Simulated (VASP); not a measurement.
# SiC3 (Pmm2) in VASP: single point with LDA

Aim: the single point of SiC3 with LDA.

Program: VASP 6.6.1. These are calculated values, not measurements. Logs are shortened: lines on timing, memory, paths and dates and some standing lists are left out, and cuts for length are marked.

### 1 The cell of the first run

The structure is orthorhombic, space group Pmm2 (No. 25). The conventional cell has a = 2.756 Å, b = 4.736 Å, c = 4.937 Å, α = 90.00°, β = 90.00°, γ = 90.00°. Within 2.0 Å of C (site symmetry m) lie 2 C at 1.53 to 1.57 Å and 2 Si at 1.81 Å. C (site symmetry m) has 3 C at 1.65 to 1.67 Å and 1 Si at 1.88 Å within 2.2 Å. C (site symmetry m) has 4 C at 1.53 to 1.86 Å within 2.0 Å. Within 2.4 Å of Si (site symmetry m) lie 3 C at 1.81 to 1.88 Å and 1 Si at 2.12 Å.

### 2 Single point, LDA

INCAR

```
ALGO = Normal ; EDIFF = 1E-6
ENCUT = 520 ; GGA = CA
ISIF = 2 ; ISMEAR = 0
LASPH = True ; LCHARG = False
LREAL = False ; LWAVE = False
NBANDS = 26 ; NELM = 80
PREC = Accurate ; SIGMA = 0.01
```

KPOINTS

```
k-points
0
Gamma
  12 8 8
```

POSCAR

```
SiC3
1.0
    1.3779536038     -2.3866856523      0.0000000000
    0.0000000000      0.0000000000     -4.7356081900
    4.2755143071      2.4684693361      0.0000000000
C Si
6 2
Direct
    0.5000000000      0.9152661792      0.1219162327
    0.0000000000      0.9266966223      0.7026234521
    0.5000000000      0.4462958697      0.8413596961
    0.5000000000      0.5847338208      0.1219162327
    0.0000000000      0.5733033777      0.7026234521
    0.5000000000      0.0537041303      0.8413596961
    0.0000000000      0.4739956159      0.3341006190
    0.0000000000      0.0260043841      0.3341006190
```

Potentials or basis: VASP PAW LDA potentials, release 64 (C, Si).

On the command line:

```sh
> cat potpaw_LDA.64/C/POTCAR potpaw_LDA.64/Si/POTCAR > POTCAR
> mpirun -np 1 vasp_std > vasp.out
```

OUTCAR:

```text
EDIFF = 1E-6
   ENCUT = 520
   GGA = CA
   ISIF = 2
   ISMEAR = 0
   LASPH = True
   LREAL = False
   NELM = 80
   PREC = Accurate

 ion  position               nearest neighbor table
   1  0.500  0.915  0.122-   6 1.53   4 1.57   8 1.81   8 1.81
   2  0.000  0.927  0.703-   6 1.65   6 1.65   5 1.67   8 1.88
   3  0.500  0.446  0.841-   4 1.53   5 1.65   5 1.65   6 1.86
   4  0.500  0.585  0.122-   3 1.53   1 1.57   7 1.81   7 1.81
   5  0.000  0.573  0.703-   3 1.65   3 1.65   2 1.67   7 1.88
   6  0.500  0.054  0.841-   1 1.53   2 1.65   2 1.65   3 1.86
   7  0.000  0.474  0.334-   4 1.81   4 1.81   5 1.88   8 2.12   8 2.61
   8  0.000  0.026  0.334-   1 1.81   1 1.81   2 1.88   7 2.12   7 2.61

  LATTYP: Found a simple orthorhombic cell.
 ALAT       =     2.7559072076
 B/A-ratio  =     1.7183482001
 C/A-ratio  =     1.7914023587

  Lattice vectors:

 A1 = (   1.3779536038,  -2.3866856523,   0.0000000000)
 A2 = (   0.0000000000,   0.0000000000,  -4.7356081900)
 A3 = (   4.2755143071,   2.4684693361,   0.0000000000)

Analysis of symmetry for initial positions (statically):
=====================================================================
 Subroutine PRICEL returns:
 Original cell was already a primitive cell.

 Routine SETGRP: Setting up the symmetry group for a
 simple orthorhombic supercell.

 Subroutine GETGRP returns: Found  4 space group operations
 (whereof  2 operations were pure point group operations)
 out of a pool of  8 trial point group operations.

The static configuration has the point symmetry C_1h.
 The point group associated with its full space group is C_2v.

Analysis of symmetry for dynamics (positions and initial velocities):
=====================================================================
 Subroutine PRICEL returns:
 Original cell was already a primitive cell.

 Routine SETGRP: Setting up the symmetry group for a
 simple orthorhombic supercell.

 Subroutine GETGRP returns: Found  4 space group operations
 (whereof  2 operations were pure point group operations)
 out of a pool of  8 trial point group operations.

The dynamic configuration has the point symmetry C_1h.
 The point group associated with its full space group is C_2v.

 Subroutine INISYM returns: Found  4 space group operations
 (whereof  2 operations are pure point group operations),
 and found     1 'primitive' translations

----------------------------------------------------------------------------------------

                                     Primitive cell

  volume of cell :      64.4315

  direct lattice vectors                    reciprocal lattice vectors
     1.377953604 -2.386685652  0.000000000     0.181428460 -0.314243310  0.000000000
     0.000000000  0.000000000 -4.735608190     0.000000000  0.000000000 -0.211166118
     4.275514307  2.468469336  0.000000000     0.175417493  0.101277337  0.000000000

  length of vectors
     2.755907208  4.735608190  4.936938672     0.362856920  0.211166118  0.202554673

  position of ions in fractional coordinates (direct lattice)
     0.500000000  0.915266179  0.121916233
     0.000000000  0.926696622  0.702623452
     0.500000000  0.446295870  0.841359696
     0.500000000  0.584733821  0.121916233
     0.000000000  0.573303378  0.702623452
     0.500000000  0.053704130  0.841359696
     0.000000000  0.473995616  0.334100619
     0.000000000  0.026004384  0.334100619

  ion indices of the primitive-cell ions
   primitive index   ion index
                 1           1
                 2           2
                 3           3
                 4           4
                 5           5
                 6           6
                 7           7
                 8           8

----------------------------------------------------------------------------------------

 KPOINTS: k-points

Automatic generation of k-mesh.
 Grid dimensions read from file:
 generate k-points for:   12    8    8

 Generating k-lattice:

  Cartesian coordinates                     Fractional coordinates (reciprocal lattice)
     0.015119038 -0.026186943  0.000000000     0.083333333  0.000000000  0.000000000
     0.000000000  0.000000000 -0.026395765     0.000000000  0.125000000  0.000000000
     0.021927187  0.012659667  0.000000000     0.000000000  0.000000000  0.125000000

  Length of vectors
     0.030238077  0.026395765  0.025319334

  Shift w.r.t. Gamma in fractional coordinates (k-lattice)
     0.000000000  0.000000000  0.000000000

 Subroutine IBZKPT returns following result:
 ===========================================

 Found    175 irreducible k-points:

 Following reciprocal coordinates:
            Coordinates               Weight
  0.000000  0.000000  0.000000      1.000000
  0.083333  0.000000  0.000000      2.000000
  0.166667  0.000000  0.000000      2.000000
  0.250000  0.000000  0.000000      2.000000
  0.333333  0.000000  0.000000      2.000000
  0.416667  0.000000  0.000000      2.000000
[... 16 lines left out ...]
  0.083333  0.375000  0.000000      4.000000
  0.166667  0.375000  0.000000      4.000000
 [... further k-points ...]
   k-points           NKPTS =    175   k-points in BZ     NKDIM =    175   number of bands    NBANDS=     26
   number of dos      NEDOS =    301   number of ions     NIONS =      8
   total plane-waves  NPLWV =  28800
   dimension x,y,z NGX =    20 NGY =   36 NGZ =   40
   dimension x,y,z NGXF=    40 NGYF=   72 NGZF=   80
   ions per type =               6   2
   NGX,Y,Z   is equivalent  to a cutoff of  12.06, 12.64, 13.47 a.u.
   NGXF,Y,Z  is equivalent  to a cutoff of  24.13, 25.28, 26.94 a.u.
 SYSTEM =  unknown system
   PREC   = accura    normal or accurate (medium, high low for compatibility)
   ISTART =      0    job   : 0-new  1-cont  2-samecut
   ICHARG =      2    charge: 1-file 2-atom 10-const
   ISPIN  =      1    spin polarized calculation?
   LNONCOLLINEAR =      F non collinear calculations
   LSORBIT =      F    spin-orbit coupling
   LASPH  =      T    aspherical Exc in radial PAW
   ENCUT  =  520.0 eV  38.22 Ry    6.18 a.u.   5.12  8.81  9.18*2*pi/ulx,y,z
   NELM   =     80;   NELMIN=  2; NELMDL= -5     # of ELM steps
   EDIFF  = 0.1E-05   stopping-criterion for ELM
   LREAL  =      F    real-space projection
   EDIFFG = 0.1E-04   stopping-criterion for IOM
   NSW    =      0    number of steps for IOM
   IBRION =     -1    ionic relax: 0-MD 1-quasi-New 2-CG
   NFREE  =      0    steps in history (QN), initial steepest desc. (CG)
   ISIF   =      2    stress and relaxation
   ISYM   =      2    0-nonsym 1-usesym 2-fastsym
   POTIM  = 0.5000    time-step for ionic-motion
   TEBEG  =    0.0;   TEEND  =   0.0 temperature during run
   PSTRESS=    0.0 pullay stress
   NELECT =      32.0000    total number of electrons
   NUPDOWN=      -1.0000    fix difference up-down
   EMIN   =  10.00;   EMAX   =-10.00  energy-range for DOS
   EFERMI =   0.00;   METHOD = LEGACY
   ISMEAR =     0;   SIGMA  =   0.01  broadening in eV -4-tet -1-fermi 0-gaus
   EFERMI_NEDOS =   21; number of points for ismear=-14 and -15
   IALGO  =     38    algorithm
   IMIX   =      4    mixing-type and parameters
     AMIX     =   0.40;   BMIX     =  1.00
     AMIX_MAG =   1.60;   BMIX_MAG =  1.00
  volume/ion in A,a.u.               =       8.05        54.35
  Fermi-wavevector in a.u.,A,eV,Ry     =   1.296459  2.449952 22.868754  1.680806
  Thomas-Fermi vector in A             =   2.427914
   LORBIT       =      0    0 simple, 1 ext, 2 COOP (PROOUT), +10 PAW based schemes
   GGA     = CA    functional components
   LHFCALC =     F    Hartree Fock is set to
   AEXX    =    0.0000 exact exchange contribution
   IVDW    =     0    specifies the selected vdW correction
   LEPSILON=     F    determine dielectric tensor
   LRPA    =     F    only Hartree local field effects (RPA)
 non-spin polarized calculation
 Gauss-broadening in eV      SIGMA  =   0.01
  energy-cutoff  :      520.00
  volume of cell :       64.43
 maximum number of plane-waves:      1760
   NGX = 11   NGY = 17   NGZ = 19

 number of electron      32.0000002 magnetization

 Free energy of the ion-electron system (eV)
  ---------------------------------------------------
  ext. energy  EPLUGINS =         0.00000000
  ---------------------------------------------------
  free energy    TOTEN  =       -67.45707333 eV

  energy without entropy =      -67.45701531  energy(sigma->0) =      -67.45704432

 E-fermi :  10.6062     XC(G=0): -12.2871

 val. band max:       10.5998530636   @ k =   0.5000   0.2500   0.5000
 cond. band min:      10.6079244512   @ k =  -0.0000   0.1250   0.1250
 fundamental gap:      0.0080713876
 Fermi energy:        10.6062435910

 k-point     1 :       0.0000    0.0000    0.0000
  band No.  band energies     occupation
      1      -9.5632      2.00000
      2      -5.5407      2.00000
      3      -5.3169      2.00000
      4      -3.1674      2.00000
      5      -1.8422      2.00000
      6      -0.9001      2.00000
[... 18 lines left out ...]
     25      17.1049      0.00000
     26      18.0012      0.00000

 k-point     2 :       0.0833    0.0000    0.0000
  band No.  band energies     occupation
      1      -9.4571      2.00000
      2      -5.4439      2.00000
      3      -5.2243      2.00000
      4      -3.0963      2.00000
      5      -1.7390      2.00000
      6      -0.8214      2.00000
[... 18 lines left out ...]
     25      17.2885      0.00000
     26      17.9868      0.00000

 k-point     3 :       0.1667    0.0000    0.0000
  band No.  band energies     occupation
      1      -9.1411      2.00000
      2      -5.1559      2.00000
      3      -4.9566      2.00000
      4      -2.9143      2.00000
      5      -1.4338      2.00000
      6      -0.5990      2.00000
[... 18 lines left out ...]
     25      17.8913      0.00000
     26      18.1886      0.00000

 k-point     4 :       0.2500    0.0000    0.0000
  band No.  band energies     occupation
      1      -8.6232      2.00000
      2      -4.6856      2.00000
      3      -4.5619      2.00000
      4      -2.7547      2.00000
      5      -0.9425      2.00000
      6      -0.2986      2.00000
[... 18 lines left out ...]
     25      18.3888      0.00000
     26      18.6541      0.00000

 k-point     5 :       0.3333    0.0000    0.0000
  band No.  band energies     occupation
      1      -7.9235      2.00000
      2      -4.2645      2.00000
      3      -4.0562      2.00000
      4      -2.8117      2.00000
      5      -0.3142      2.00000
      6      -0.1901      2.00000
[... 18 lines left out ...]
     25      18.7964      0.00000
     26      18.9431      0.00000

 k-point     6 :       0.4167    0.0000    0.0000
  band No.  band energies     occupation
      1      -7.1046      2.00000
      2      -4.6611      2.00000
      3      -3.3435      2.00000
      4      -2.6321      2.00000
      5      -0.7030      2.00000
      6       0.1402      2.00000
[... 427 lines left out ...]
 k-point    21 :       0.5000    0.2500    0.0000
  band No.  band energies     occupation
      1      -6.2981      2.00000
      2      -4.9717      2.00000
      3      -3.9079      2.00000
      4      -2.0112      2.00000
      5      -1.8277      2.00000
      6       0.3603      2.00000
[... 18 lines left out ...]
     25      18.7683      0.00000
     26      18.9861      0.00000

 k-point    22 :       0.0000    0.3750    0.0000
  band No.  band energies     occupation
      1      -8.9921      2.00000
      2      -7.2499      2.00000
      3      -4.8854      2.00000
      4      -2.5245      2.00000
      5      -2.2819      2.00000
      6      -0.7972      2.00000
[... 18 lines left out ...]
     25      16.4691      0.00000
     26      16.5508      0.00000

 k-point    23 :       0.0833    0.3750    0.0000
  band No.  band energies     occupation
      1      -8.8875      2.00000
      2      -7.1473      2.00000
      3      -4.7984      2.00000
      4      -2.4418      2.00000
      5      -2.1910      2.00000
      6      -0.7185      2.00000
[... 18 lines left out ...]
     25      16.4676      0.00000
     26      17.1377      0.00000

 k-point    24 :       0.1667    0.3750    0.0000
  band No.  band energies     occupation
      1      -8.5762      2.00000
      2      -6.8423      2.00000
      3      -4.5498      2.00000
      4      -2.2222      2.00000
      5      -1.9259      2.00000
      6      -0.5105      2.00000
[... 18 lines left out ...]
     25      16.6239      0.00000
     26      17.5082      0.00000

 [... further k-points ...]

------------------------ aborting loop because EDIFF is reached ----------------------------------------

  FORCE on cell =-STRESS in cart. coord.  units (eV):
  Direction    XX          YY          ZZ          XY          YZ          ZX
  --------------------------------------------------------------------------------------
  -------------------------------------------------------------------------------------
  Total        0.3016852      0.2471589      0.2942557      0.0472211      0.0000000     -0.0000000
  in kB        7.5018172      6.1459465      7.3170727      1.1742185      0.0000000     -0.0000000
  external PRESSURE =       6.9882788 kB  Pullay stress =       0.0000000 kB

 VOLUME and BASIS-vectors are now :
 -----------------------------------------------------------------------------
  energy-cutoff  :      520.00
  volume of cell :       64.43
      direct lattice vectors                 reciprocal lattice vectors
     1.377953604 -2.386685652  0.000000000     0.181428460 -0.314243310  0.000000000
     0.000000000  0.000000000 -4.735608190     0.000000000  0.000000000 -0.211166118
     4.275514307  2.468469336  0.000000000     0.175417493  0.101277337  0.000000000

 POSITION                                       TOTAL-FORCE (eV/Angst)
 -----------------------------------------------------------------------------------
      1.21023     -0.89240     -4.33434         0.009147      0.005281      0.002239
      3.00408      1.73440     -4.38847        -0.012639     -0.007297     -0.003819
      4.28622      0.88353     -2.11348        -0.018030     -0.010410      0.031064
      1.21023     -0.89240     -2.76907         0.009147      0.005281     -0.002239
      3.00408      1.73440     -2.71494        -0.012639     -0.007297      0.003819
      4.28622      0.88353     -0.25432        -0.018030     -0.010410     -0.031064
      1.42845      0.82472     -2.24466         0.021523      0.012426      0.019456
      1.42845      0.82472     -0.12315         0.021523      0.012426     -0.019456
 -----------------------------------------------------------------------------------
    total drift:                               -0.000244     -0.000141     -0.000000

  FREE ENERGIE OF THE ION-ELECTRON SYSTEM (eV)
  ---------------------------------------------------
  free  energy   TOTEN  =       -67.4570733337 eV

  energy  without entropy=      -67.4570153083  energy(sigma->0) =      -67.45704432
```

Wall time 2.9 min (1 thread of AMD EPYC 9R45 (Zen 5), shared host); peak memory 0.27 GiB.

What came out:

```
Free energy            : -67.4571 eV
Pressure               : 0.7 GPa
Largest force          : 0.037 eV/Å
Band gap on the k mesh : zero (bands 16 and 17 overlap by 0.26 eV)
```

Forces on the atoms (eV/Å):
```
C    0.009  0.005  0.002
C   -0.013 -0.007 -0.004
C   -0.018 -0.010  0.031
C    0.009  0.005 -0.002
C   -0.013 -0.007  0.004
C   -0.018 -0.010 -0.031
Si   0.022  0.012  0.019
Si   0.022  0.012 -0.019
```

Stress tensor (GPa, compression positive):
```
0.75 0.12 0.00
0.12 0.61 0.00
0.00 0.00 0.73
```

Caveat: semilocal functionals underestimate gaps, so a narrow gap can read as zero.
